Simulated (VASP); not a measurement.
# I (R-3m) in VASP: single point with PBEsol

Aim: the single point of I with PBEsol.

Everything below comes from runs of VASP 6.6.1. Logs are shortened: lines on timing, memory, paths and dates and some standing lists are left out, and cuts for length are marked.

## 1. The cell of the first run

Symmetry: R-3m, No. 166, trigonal system. Conventional cell: a = 4.210 Å, b = 4.210 Å, c = 30.522 Å, α = 90.00°, β = 90.00°, γ = 120.00°. Within 5.5 Å of I (site symmetry -3m) lie 12 I at 4.17 to 4.21 Å. I (site symmetry 3m) has 12 I at 4.17 to 4.21 Å within 5.5 Å.

## 2. Single point, PBEsol

Input file INCAR:

```
PREC = Accurate
ENCUT = 520
EDIFF = 1E-6
ISMEAR = 0
SIGMA = 0.1
LREAL = F
LASPH = T
NELM = 100
ALGO = Normal
ISIF = 2
LWAVE = F
LCHARG = F
GGA = PS
NBANDS = 18
```

Input file KPOINTS:

```
regular mesh
0
Gamma
  6 6 6
```

Input file POSCAR:

```
I
1.0
    2.1051080089      1.2153846756     10.1738549166
   -2.1051080089      1.2153846756     10.1738549166
    0.0000000000     -2.4307693513     10.1738549166
I
3
Direct
    0.0000000000      0.0000000000      0.0000000000
    0.2222200000      0.2222200000      0.2222200000
    0.7777800000      0.7777800000      0.7777800000
```

Potentials or basis: VASP PAW PBE potentials, release 64 (I).

Launch:

```sh
cat potpaw_PBE.64/I/POTCAR > POTCAR
mpirun -np 1 vasp_std > vasp.out
```

OUTCAR:

```text
PREC = Accurate
   ENCUT = 520
   EDIFF = 1E-6
   ISMEAR = 0
   LREAL = F
   LASPH = T
   NELM = 100
   ISIF = 2
   GGA = PS

 ion  position               nearest neighbor table
   1  0.000  0.000  0.000-
   2  0.222  0.222  0.222-
   3  0.778  0.778  0.778-

  LATTYP: Found a trigonal (rhomboedric) cell.
 ALAT       =    10.4602085784
 COS(alpha) =     0.9189975651

  Lattice vectors:

 A1 = (   2.1051080089,   1.2153846756,  10.1738549166)
 A2 = (  -2.1051080089,   1.2153846756,  10.1738549166)
 A3 = (   0.0000000000,  -2.4307693513,  10.1738549166)

Analysis of symmetry for initial positions (statically):
=====================================================================
 Subroutine PRICEL returns:
 Original cell was already a primitive cell.

 Routine SETGRP: Setting up the symmetry group for a
 trigonal (rhombohedral) supercell.

 Subroutine GETGRP returns: Found 12 space group operations
 (whereof 12 operations were pure point group operations)
 out of a pool of 12 trial point group operations.

The static configuration has the point symmetry D_3d.

Analysis of symmetry for dynamics (positions and initial velocities):
=====================================================================
 Subroutine PRICEL returns:
 Original cell was already a primitive cell.

 Routine SETGRP: Setting up the symmetry group for a
 trigonal (rhombohedral) supercell.

 Subroutine GETGRP returns: Found 12 space group operations
 (whereof 12 operations were pure point group operations)
 out of a pool of 12 trial point group operations.

The dynamic configuration has the point symmetry D_3d.

 Subroutine INISYM returns: Found 12 space group operations
 (whereof 12 operations are pure point group operations),
 and found     1 'primitive' translations

----------------------------------------------------------------------------------------

                                     Primitive cell

  volume of cell :     156.1798

  direct lattice vectors                    reciprocal lattice vectors
     2.105108009  1.215384676 10.173854917     0.237517504  0.137130795  0.032763720
    -2.105108009  1.215384676 10.173854917    -0.237517504  0.137130795  0.032763720
     0.000000000 -2.430769351 10.173854917     0.000000000 -0.274261590  0.032763720

  length of vectors
[... 83 lines left out ...]
   NELM   =    100;   NELMIN=  2; NELMDL= -5     # of ELM steps
   EDIFF  = 0.1E-05   stopping-criterion for ELM
   LREAL  =      F    real-space projection
   EDIFFG = 0.1E-04   stopping-criterion for IOM
   NSW    =      0    number of steps for IOM
   IBRION =     -1    ionic relax: 0-MD 1-quasi-New 2-CG
   NFREE  =      0    steps in history (QN), initial steepest desc. (CG)
   ISIF   =      2    stress and relaxation
   ISYM   =      2    0-nonsym 1-usesym 2-fastsym
   POTIM  = 0.5000    time-step for ionic-motion
   TEBEG  =    0.0;   TEEND  =   0.0 temperature during run
   PSTRESS=    0.0 pullay stress
   NELECT =      21.0000    total number of electrons
   NUPDOWN=      -1.0000    fix difference up-down
   EMIN   =  10.00;   EMAX   =-10.00  energy-range for DOS
   EFERMI =   0.00;   METHOD = LEGACY
   ISMEAR =     0;   SIGMA  =   0.10  broadening in eV -4-tet -1-fermi 0-gaus
   EFERMI_NEDOS =   21; number of points for ismear=-14 and -15
   IALGO  =     38    algorithm
   IMIX   =      4    mixing-type and parameters
     AMIX     =   0.40;   BMIX     =  1.00
     AMIX_MAG =   1.60;   BMIX_MAG =  1.00
  volume/ion in A,a.u.               =      52.06       351.32
  Fermi-wavevector in a.u.,A,eV,Ry     =   0.838699  1.584912  9.570563  0.703417
  Thomas-Fermi vector in A             =   1.952797
   LORBIT       =      0    0 simple, 1 ext, 2 COOP (PROOUT), +10 PAW based schemes
   GGA     = PS    functional components
   LHFCALC =     F    Hartree Fock is set to
   AEXX    =    0.0000 exact exchange contribution
   IVDW    =     0    specifies the selected vdW correction
   LEPSILON=     F    determine dielectric tensor
   LRPA    =     F    only Hartree local field effects (RPA)
 non-spin polarized calculation
 Gauss-broadening in eV      SIGMA  =   0.10
  energy-cutoff  :      520.00
  volume of cell :      156.18
 maximum number of plane-waves:      4230
 NGX is ok and might be reduce to    80
   NGX = 39   NGY = 39   NGZ = 39

 number of electron      21.0000000 magnetization

 Free energy of the ion-electron system (eV)
  ---------------------------------------------------
  ext. energy  EPLUGINS =         0.00000000
  ---------------------------------------------------
  free energy    TOTEN  =        -2.75213348 eV

  energy without entropy =       -2.69171199  energy(sigma->0) =       -2.72192274

 E-fermi :   0.2801     XC(G=0):  -7.5603

 val. band max:        0.2665986774   @ k =   0.3333   0.1667   0.0000
 cond. band min:       0.2806141020   @ k =   0.5000   0.5000   0.1667
 fundamental gap:      0.0140154246
 Fermi energy:         0.2800816763

 k-point     1 :       0.0000    0.0000    0.0000
  band No.  band energies     occupation
      1     -11.3702      2.00000
      2     -10.9921      2.00000
      3     -10.9910      2.00000
      4      -1.5057      2.00000
      5      -1.4969      2.00000
      6       0.4393      0.02437
[... 481 lines left out ...]
      5      -1.5984      2.00000
      6      -1.3216      2.00000
[... 10 lines left out ...]
     17       8.6541      0.00000
     18       9.0059      0.00000

 [... further k-points ...]

------------------------ aborting loop because EDIFF is reached ----------------------------------------

  FORCE on cell =-STRESS in cart. coord.  units (eV):
  Direction    XX          YY          ZZ          XY          YZ          ZX
  --------------------------------------------------------------------------------------
  -------------------------------------------------------------------------------------
  Total       -3.7730007     -3.7730007     -4.0755996      0.0000000      0.0000000      0.0000000
  in kB      -38.7054869    -38.7054869    -41.8097107      0.0000000      0.0000000      0.0000000
  external PRESSURE =     -39.7402282 kB  Pullay stress =       0.0000000 kB

 VOLUME and BASIS-vectors are now :
 -----------------------------------------------------------------------------
  energy-cutoff  :      520.00
  volume of cell :      156.18
      direct lattice vectors                 reciprocal lattice vectors
     2.105108009  1.215384676 10.173854917     0.237517504  0.137130795  0.032763720
    -2.105108009  1.215384676 10.173854917    -0.237517504  0.137130795  0.032763720
     0.000000000 -2.430769351 10.173854917     0.000000000 -0.274261590  0.032763720

 POSITION                                       TOTAL-FORCE (eV/Angst)
 -----------------------------------------------------------------------------------
      0.00000      0.00000      0.00000         0.000000      0.000000     -0.000000
      0.00000     -0.00000      6.78250         0.000000     -0.000000      0.026019
      0.00000     -0.00000     23.73906         0.000000      0.000000     -0.026019
 -----------------------------------------------------------------------------------
    total drift:                               -0.000000     -0.000000      0.000000

  FREE ENERGIE OF THE ION-ELECTRON SYSTEM (eV)
  ---------------------------------------------------
  free  energy   TOTEN  =        -2.7521334822 eV

  energy  without entropy=       -2.6917119882  energy(sigma->0) =       -2.72192274
```

stdout:

```text
POSCAR found type information on POSCAR I
 POSCAR found :  1 types and       3 ions
 scaLAPACK will be used
 -----------------------------------------------------------------------------
|                                                                             |
|                                                                             |
|     You enforced a specific xc type in the INCAR file but a different       |
|     I HOPE YOU KNOW WHAT YOU ARE DOING!                                     |
|                                                                             |
 -----------------------------------------------------------------------------

 LDA part: xc-table for (Slater+PW92), standard interpolation
 POSCAR, INCAR and KPOINTS ok, starting setup
 FFT: planning ... GRIDC
 FFT: planning ... GRID_SOFT
 FFT: planning ... GRID
 WAVECAR not read
 entering main loop
```

Wall time 5.8 min (1 thread of Intel Xeon Platinum 8375C at 2.90GHz (Ice Lake), shared host); peak memory 0.88 GiB.

What came out:

- Free energy: -2.7521 eV
- Pressure: -4.0 GPa
- Largest force: 0.026 eV/Å

Forces on the atoms (eV/Å):
```
I    0.000  0.000  0.000
I    0.000  0.000  0.026
I    0.000  0.000 -0.026
```

Caveat: the PAW data sets were made with another functional, which shifts forces and pressure a little; spin-orbit coupling is left out, which moves the levels of the heavy elements; an odd number of electrons without spin polarisation forces a metal; a magnetic or distorted state may lie lower.
